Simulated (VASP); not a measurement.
Wanted: the native input for a VASP 6.6.1 run.

| Quantity | Value |
| --- | --- |
| Task | relaxation of cell and atoms |
| Functional | PBE |
| Potentials or basis | VASP PAW PBE potentials, release 64 (W_sv, Te) |
| Cutoff | 600 eV |
| k mesh | 6 × 6 × 6 |
| Occupations | gaussian, width 0.1 eV |
| Spin | collinear spin |
| Starting moments | [0.94, 0.0] μB |
| Dipole correction | no |
| Further INCAR settings | ALGO = Normal; EDIFF = 1e-07; IBRION = 2; EDIFFG = -0.05; NSW = 100; ISIF = 3 |

The structure of TeW lies in POSCAR:

```
TeW
1.0
    0.0000000000      2.9124200074      2.9124200074
    2.9124200074      0.0000000000      2.9124200074
    2.9124200074      2.9124200074      0.0000000000
W Te
1 1
Direct
    0.0000000000      0.0000000000      0.0000000000
    0.2500000000      0.2500000000      0.2500000000
```

One way to write it, as run:

INCAR

```
SYSTEM = TeW
  ALGO = Normal
  EDIFF = 1E-7
  EDIFFG = -0.05
  ENCUT = 600
  GGA = PE
  IBRION = 2
  ISIF = 3
  ISMEAR = 0
  ISPIN = 2
  LASPH = .True.
  LCHARG = .False.
  LMAXMIX = 4
  LORBIT = 11
  LREAL = .False.
  LWAVE = .False.
  MAGMOM = 0.94 0
  NELM = 150
  NSW = 100
  PREC = Accurate
  SIGMA = 0.1
```

KPOINTS

```
k-points
0
Gamma
  6 6 6
  0 0 0
```

Potentials or basis: VASP PAW PBE potentials, release 64 (W_sv, Te).

Launch:

```sh
$ cat potpaw_PBE.64/W_sv/POTCAR potpaw_PBE.64/Te/POTCAR > POTCAR
$ mpirun -np 1 vasp_std > vasp.out
```

It gave:

```
Relaxed volume                                        : 28.74 Å³/atom
Relaxed cell                                          : a = 4.332 Å, b = 4.332 Å, c = 4.332 Å, α = 60.00°, β = 60.00°, γ = 60.00°
Space group after relaxing (to 0.1 Å)                 : F-43m (No. 216)
Energy gained by relaxing                             : 212.1 meV/atom
Ionic steps                                           : 4
Pressure after relaxing                               : -0.1 GPa
Net moment                                            : -1.40 μB per cell
Site moments                                          : W -1.10; Te +0.03 μB
Valence electrons inside the program's atomic spheres : W 11.95; Te 3.51
```

Caveat: the volume moved by over 15 % at a fixed basis, so the end points are rough.

Run time: 5.1 min on 1 thread of AMD EPYC 9R45 96-Core Processor (Zen 5), on a shared host, peak memory 0.23 GiB.
